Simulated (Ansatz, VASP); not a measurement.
AlGa3N4 in VASP and in Ansatz

```
Al Ga N
1.0
     4.57167    0.00000    0.00000
     0.00000    4.46758    0.00000
     0.00000    0.00000    4.46758
Al Ga N
1 3 4
Direct
  0.00000 0.00000 0.00000
  0.46313 0.50000 0.00000
  0.53687 0.00000 0.50000
  0.00000 0.50000 0.50000
  0.75505 0.74367 0.23358
  0.75505 0.25633 0.76642
  0.24495 0.76642 0.74367
  0.24495 0.23358 0.25633
```

Change from the starting cell: mode 4 frozen in at -0.165 Å, normal strain along x +0.0233.

Alike in both runs: task single point; functional PBEsol; k mesh 6 × 6 × 6; occupations gaussian, width 0.05 eV; no spin polarisation.

|  | VASP | Ansatz |
| --- | --- | --- |
| version | VASP 6.6.1 | Ansatz 0.2.0 |
| potentials or method | VASP PAW PBE potentials, release 64 (Al, Ga_d, N), cutoff 520 eV | scalar-relativistic, plane waves, PAW |
| valence electrons in the cell | 62 | 62 |

|  | VASP | Ansatz | Ansatz less VASP |
| --- | --- | --- | --- |
| gap on the k mesh at the Fermi level (eV) | 2.06 | 2.05 | -0.013 |
| least direct gap on the mesh (eV) | 2.06 | 2.05 | -0.013 |
| pressure (GPa) | -4.5 | -4.3 | +0.12 |
| traceless stress, the component that is largest in VASP (GPa) | -2.74 | -2.74 | +0.004 |
| rms of the force components (eV/Å) | 0.430 | 0.430 | -0.0002 |

VASP's potentials were made for PBE, not for PBEsol, and Ansatz warns of the same on its side. Atom by atom the forces differ by 0.006 eV/Å (rms over components). With one functional, cell and mesh, what is left measures potentials, basis and numerics. Ansatz's warnings: structure snapped to symmetry.
